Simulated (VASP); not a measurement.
Here is a VASP 6.6.1 calculation.

File INCAR:

```
SYSTEM = Si
ALGO = Normal ; EDIFF = 1E-6
EDIFFG = -0.01 ; ENCUT = 600
GGA = RE ; IBRION = 2
ISIF = 3 ; ISMEAR = -1
LASPH = .True. ; LCHARG = .False.
LREAL = .False. ; LWAVE = .False.
NELM = 80 ; NSW = 80
PREC = Accurate ; SIGMA = 0.1
```

The input KPOINTS:

```
k-points
0
Gamma
  14 14 14
  0 0 0
```

File POSCAR:

```
Si
1.0
   -1.5541499093      1.5541499093      1.5541499093
    1.5541499093     -1.5541499093      1.5541499093
    1.5541499093      1.5541499093     -1.5541499093
Si
1
Direct
    0.0000000000      0.0000000000      0.0000000000
```

Potentials or basis: VASP PAW PBE potentials, release 64 (Si).

Run with:

```console
$ cat potpaw_PBE.64/Si/POTCAR > POTCAR
$ mpirun -np 1 vasp_std > vasp.out
```

Question: What does it give for the relaxed cell?

Answer: a = 2.673 Å, b = 2.673 Å, c = 2.673 Å, α = 109.47°, β = 109.47°, γ = 109.47°.

Question: Predict the space group after relaxing (to 0.05 Å).

Answer: Im-3m (No. 229).

Question: Estimate the band gap on the k mesh.

Answer: Zero (band 2 reaches 21.30 eV, above the bottom of band 3 at 5.91 eV).

Question: What does it give for the relaxed volume?

Answer: 14.70 Å³/atom.

Step by step:
```csv
step,energy change (eV),largest force (eV/Å),pressure (GPa),volume (Å³)
1,0.0000,0.0000,-1.86,15.02
2,-0.0018,0.0000,0.39,14.64
3,-0.0019,0.0000,0.01,14.70
```

Caveat: the PAW data sets were made with another functional, which shifts forces and pressure a little.
